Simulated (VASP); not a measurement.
# ZrSi2 (I4/mmm) in VASP: a series of runs, part 2 of 2

VASP 6.6.1. Earlier steps stand in the parts before.

## 3. Single point, PBE (15.61 Å³/atom)

This run uses another cell than the first one, of 15.61 Å³/atom.

Contents of INCAR:

```
ALGO = Normal ; EDIFF = 1E-6
ENCUT = 520 ; GGA = PE
ISIF = 2 ; ISMEAR = 0
LASPH = T ; LCHARG = T
LELF = T ; LREAL = F
LVHAR = T ; LWAVE = F
NBANDS = 17 ; NELM = 100
PREC = Accurate ; SIGMA = 0.05
```

Contents of KPOINTS:

```
k-points
0
Gamma
  14 14 14
```

Contents of POSCAR:

```
ZrSi2
1.0
   -1.6095390762      1.6095390762      4.5197757119
    1.6095390762     -1.6095390762      4.5197757119
    1.6095390762      1.6095390762     -4.5197757119
Zr Si
1 2
Direct
    0.0000000000      0.0000000000      0.0000000000
    0.3104526352      0.3104526352      0.0000000000
    0.6895473648      0.6895473648      0.0000000000
```

Potentials or basis: VASP PAW PBE potentials, release 64 (Zr_sv, Si).

Command:

```
$ cat potpaw_PBE.64/Zr_sv/POTCAR potpaw_PBE.64/Si/POTCAR > POTCAR
$ mpirun -np 1 vasp_std > vasp.out
```

Wall time 3.1 min (1 thread of AMD EPYC 9R45 (Zen 5), shared host); peak memory 0.34 GiB.

The run converged. Its results:

| Quantity | Value |
| --- | --- |
| Free energy | -20.4737 eV |
| Pressure | 8.2 GPa |
| Band gap on the k mesh | zero (bands 10 and 11 overlap by 1.65 eV) |

Levels at points of the mesh, in eV from the Fermi level:
| k point | band 7 | band 8 | band 9 | band 10 | band 11 | band 12 | band 13 | band 14 |
| --- | --- | --- | --- | --- | --- | --- | --- | --- |
| (0.00, 0.00, 0.00) | -4.29 | -1.22 | -1.22 | -1.03 | 2.95 | 3.08 | 3.96 | 4.84 |
| (0.50, 0.00, 0.00) | -3.83 | -3.13 | -1.04 | 0.31 | 2.08 | 2.99 | 4.13 | 4.14 |
| (0.50, 0.50, 0.00) | -5.40 | -5.16 | -3.40 | -1.82 | 0.72 | 1.35 | 3.39 | 3.85 |
| (0.50, 0.50, 0.50) | -1.46 | -1.25 | -0.08 | -0.08 | 1.66 | 1.66 | 2.24 | 4.07 |

Caveat: the cell stands under pressure.

## 4. Single point, PBE (15.86 Å³/atom)

This run uses another cell than the first one, of 15.86 Å³/atom.

Contents of INCAR:

```
ALGO = Normal
EDIFF = 1E-6
ENCUT = 520
GGA = PE
ISIF = 2
ISMEAR = 0
LASPH = T
LCHARG = F
LREAL = F
LWAVE = F
NBANDS = 17
NELM = 80
PREC = Accurate
SIGMA = 0.05
```

KPOINTS is that of step 3.

Contents of POSCAR:

```
ZrSi2
1.0
   -1.6189477556      1.6189477556      4.5383051116
    1.6189477556     -1.6189477556      4.5383051116
    1.6189477556      1.6189477556     -4.5383051116
Zr Si
1 2
Direct
    0.0000000000      0.0000000000      0.0000000000
    0.3103226723      0.3103226723      0.0000000000
    0.6896773277      0.6896773277      0.0000000000
```

Potentials or basis: VASP PAW PBE potentials, release 64 (Zr_sv, Si).

Command:

```
$ cat potpaw_PBE.64/Zr_sv/POTCAR potpaw_PBE.64/Si/POTCAR > POTCAR
$ mpirun -np 1 vasp_std > vasp.out
```

OUTCAR:

```text
EDIFF = 1E-6
   ENCUT = 520
   GGA = PE
   ISIF = 2
   ISMEAR = 0
   LASPH = T
   LREAL = F
   NELM = 80
   PREC = Accurate

 ion  position               nearest neighbor table
   1  0.000  0.000  0.000-   2 2.82   3 2.82   3 2.86   2 2.86   3 2.86   3 2.86   3 2.86   2 2.86
                             2 2.86   2 2.86
   2  0.310  0.310  0.000-   3 2.54   3 2.54   3 2.54   3 2.54   1 2.82   1 2.86   1 2.86   1 2.86
                             1 2.86
   3  0.690  0.690  0.000-   2 2.54   2 2.54   2 2.54   2 2.54   1 2.82   1 2.86   1 2.86   1 2.86
[... 681 lines left out ...]
  Direction    XX          YY          ZZ          XY          YZ          ZX
  --------------------------------------------------------------------------------------
  -------------------------------------------------------------------------------------
  Total        1.6938670      1.6938670      1.6996261      0.0000000      0.0000000      0.0000000
  in kB       57.0388223     57.0388223     57.2327497      0.0000000      0.0000000      0.0000000
  external PRESSURE =      57.1034648 kB  Pullay stress =       0.0000000 kB

 VOLUME and BASIS-vectors are now :
 -----------------------------------------------------------------------------
  energy-cutoff  :      520.00
  volume of cell :       47.58
      direct lattice vectors                 reciprocal lattice vectors
    -1.618947756  1.618947756  4.538305112     0.000000000  0.308842579  0.110173289
     1.618947756 -1.618947756  4.538305112     0.308842579  0.000000000  0.110173289
     1.618947756  1.618947756 -4.538305112     0.308842579  0.308842579  0.000000000

 POSITION                                       TOTAL-FORCE (eV/Angst)
 -----------------------------------------------------------------------------------
      0.00000      0.00000      0.00000         0.000000      0.000000      0.000000
      0.00000      0.00000      2.81668        -0.000000     -0.000000     -0.000883
      0.00000      0.00000      6.25993         0.000000      0.000000      0.000883
 -----------------------------------------------------------------------------------
    total drift:                               -0.000000      0.000000      0.000000

  FREE ENERGIE OF THE ION-ELECTRON SYSTEM (eV)
  ---------------------------------------------------
  free  energy   TOTEN  =       -20.5061274525 eV

  energy  without entropy=      -20.5034260948  energy(sigma->0) =      -20.50477677
```

OSZICAR:

```text
N       E                     dE             d eps       ncg     rms          rms(c)
DAV:   1     0.105110915960E+03    0.10511E+03   -0.10066E+04  8296   0.111E+03
DAV:   2    -0.165728424879E+02   -0.12168E+03   -0.11874E+03 10599   0.262E+02
DAV:   3    -0.212143202544E+02   -0.46415E+01   -0.45827E+01 13578   0.415E+01
DAV:   4    -0.212957692782E+02   -0.81449E-01   -0.81365E-01 10718   0.519E+00
DAV:   5    -0.212976657152E+02   -0.18964E-02   -0.18962E-02 12563   0.631E-01    0.156E+01
DAV:   6    -0.205477403935E+02    0.74993E+00   -0.33866E+00 10373   0.970E+00    0.683E+00
DAV:   7    -0.205133437141E+02    0.34397E-01   -0.18846E-01  9955   0.239E+00    0.308E+00
DAV:   8    -0.205060869037E+02    0.72568E-02   -0.27682E-02 11663   0.121E+00    0.374E-01
DAV:   9    -0.205060705716E+02    0.16332E-04   -0.27411E-03 11331   0.386E-01    0.149E-01
DAV:  10    -0.205061427491E+02   -0.72178E-04   -0.34841E-04 10843   0.156E-01    0.517E-02
DAV:  11    -0.205061282253E+02    0.14524E-04   -0.31758E-05 10175   0.382E-02    0.132E-02
DAV:  12    -0.205061274525E+02    0.77279E-06   -0.15325E-06  7858   0.778E-03
   1 F= -.20506127E+02 E0= -.20504777E+02  d E =-.270136E-02
```

stdout:

```text
POSCAR found type information on POSCAR ZrSi
 POSCAR found :  2 types and       3 ions
 scaLAPACK will be used
 LDA part: xc-table for (Slater+PW92), standard interpolation
 POSCAR, INCAR and KPOINTS ok, starting setup
 FFT: planning ... GRIDC
 FFT: planning ... GRID_SOFT
 FFT: planning ... GRID
 WAVECAR not read
 entering main loop
```

It took 3.3 min on 1 thread of AMD EPYC 9R45 (Zen 5), shared host; peak memory 0.34 GiB.

Results:

| Property | Result |
| --- | --- |
| Free energy | -20.5061 eV |
| Pressure | 5.7 GPa |
| Band gap on the k mesh | zero (bands 10 and 11 overlap by 1.61 eV) |

Levels at points of the mesh, in eV from the Fermi level:
```tsv
k point	band 6	band 7	band 8	band 9	band 10	band 11	band 12	band 13	band 14	band 15
(0.00, 0.00, 0.00)	-4.40	-4.28	-1.22	-1.22	-0.99	2.83	3.12	3.88	4.78	5.45
(0.50, 0.00, 0.00)	-8.60	-3.78	-3.12	-1.02	0.30	2.06	2.94	4.09	4.11	5.24
(0.50, 0.50, 0.00)	-5.89	-5.41	-5.10	-3.35	-1.77	0.70	1.32	3.37	3.77	5.74
(0.50, 0.50, 0.50)	-7.75	-1.42	-1.22	-0.10	-0.10	1.65	1.65	2.23	4.00	4.39
```

Caveat: the cell stands under pressure.

## 5. The runs side by side

| task | cell | cutoff (eV) | gap on the mesh (eV) | pressure (GPa) |
| --- | --- | --- | --- | --- |
| relaxation of shape and atoms at fixed volume | relaxed from a = 5.288 Å, angles 142.5, 142.5, 54.1°, 3 atoms, atomic positions A | 600 | none | -10.0 |
| single point | a = 5.061 Å, angles 142.9, 142.9, 53.5°, 3 atoms, atomic positions B | 520 | none | 8.2 |
| single point | a = 5.083 Å, angles 142.9, 142.9, 53.5°, 3 atoms, atomic positions C | 520 | none | 5.7 |

Alike in all rows: level PBE; potentials or basis VASP PAW PBE potentials, release 64 (Zr_sv, Si); no spin polarisation; k mesh 14 × 14 × 14; smearing gaussian 0.05 eV.

Caveats: the cell stands under pressure (at least some runs).

Total energies depend on the potentials used, so only differences within one code and one set of settings carry meaning.
